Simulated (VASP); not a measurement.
Write the native input for VASP 6.6.1 that does the following.

```yaml
Task: single point
Functional: PBEsol
Potentials_or_basis: VASP PAW PBE potentials, release 64 (Mo_sv, S)
Cutoff: 520 eV
k_mesh: 10 × 10 × 2
Occupations: gaussian, width 0.05 eV
Spin: no spin polarisation
Dipole_correction: no
Further_INCAR_settings: ALGO = Normal; EDIFF = 1e-06; NBANDS = 35
```

The structure of MoS2 lies in POSCAR:

```
MoS2
1.0
   -3.1414322132      0.0000000000      0.0000000000
   -1.5707161066     -2.7205601009      0.0000000000
   -0.6282864426      0.0000000000     12.5788195080
Mo S
2 4
Direct
    0.2833333333      0.3333333333      0.2500000000
    0.5166666667      0.6666666667      0.7500000000
    0.2081225649      0.3333333333      0.6260538420
    0.6414558983      0.6666666667      0.1260538420
    0.1585441017      0.3333333333      0.8739461580
    0.5918774351      0.6666666667      0.3739461580
```

These files were run (other wordings do the same):

INCAR

```
PREC = Accurate
ENCUT = 520
EDIFF = 1E-6
ISMEAR = 0
SIGMA = 0.05
LREAL = False
LASPH = True
NELM = 60
ALGO = Normal
ISIF = 2
LWAVE = False
LCHARG = False
GGA = PS
NBANDS = 35
```

KPOINTS

```
Automatic mesh
0
Gamma
  10 10 2
```

Potentials or basis: VASP PAW PBE potentials, release 64 (Mo_sv, S).

Command:

```sh
$ cat potpaw_PBE.64/Mo_sv/POTCAR potpaw_PBE.64/S/POTCAR > POTCAR
$ mpirun -np 1 vasp_std > vasp.out
```

Results of the run:

```json
{
 "Pressure": "0.1 GPa",
 "Largest force": "0.057 eV/Å",
 "Band gap on the k mesh": "1.02 eV (least direct gap 1.97 eV)"
}
```

Caveat: the PAW data sets were made with another functional, which shifts forces and pressure a little.

It took 4.5 min on 1 thread of AMD EPYC 9R45 96-Core Processor (Zen 5), on a shared host, peak memory 0.4 GiB.
